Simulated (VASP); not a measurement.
A run of VASP 6.6.1:

Contents of INCAR:

```
SYSTEM = SrCo2
  PREC = Accurate
  ENCUT = 520
  EDIFF = 1E-6
  ISMEAR = 0
  SIGMA = 0.1
  LREAL = .False.
  LASPH = .True.
  NELM = 150
  ALGO = Fast
  ISIF = 2
  LWAVE = .False.
  LCHARG = .True.
  ISPIN = 2
  MAGMOM = 0 1.98 1.98
  LORBIT = 11
  LMAXMIX = 4
  GGA = PE
  LVHAR = .True.
  NBANDS = 25
  KPAR = 4
```

KPOINTS

```
regular mesh
0
Gamma
  16 16 16
  0 0 0
```

The input POSCAR:

```
SrCo2
1.0
   -2.0267784384      2.0267784384      4.1258061330
    2.0267784384     -2.0267784384      4.1258061330
    2.0267784384      2.0267784384     -4.1258061330
Sr Co
1 2
Direct
    0.0000000000      0.0000000000      0.0000000000
    0.6340911446      0.6340911446      0.0000000000
    0.3659088554      0.3659088554      0.0000000000
```

Potentials or basis: VASP PAW PBE potentials, release 64 (Sr_sv, Co).

Launch:

```console
$ cat potpaw_PBE.64/Sr_sv/POTCAR potpaw_PBE.64/Co/POTCAR > POTCAR
$ mpirun -np 4 vasp_std > vasp.out
```

Hardware: 4 MPI ranks on Intel(R) Xeon(R) 6975P-C (Granite Rapids), on a shared host.

Q: Estimate the wall time of this run.

A: Wall time 5.6 min on 4 MPI ranks on Intel(R) Xeon(R) 6975P-C (Granite Rapids), with other jobs on the host, peak memory 0.96 GiB a rank. Counts: scf iterations 19, k points 349.
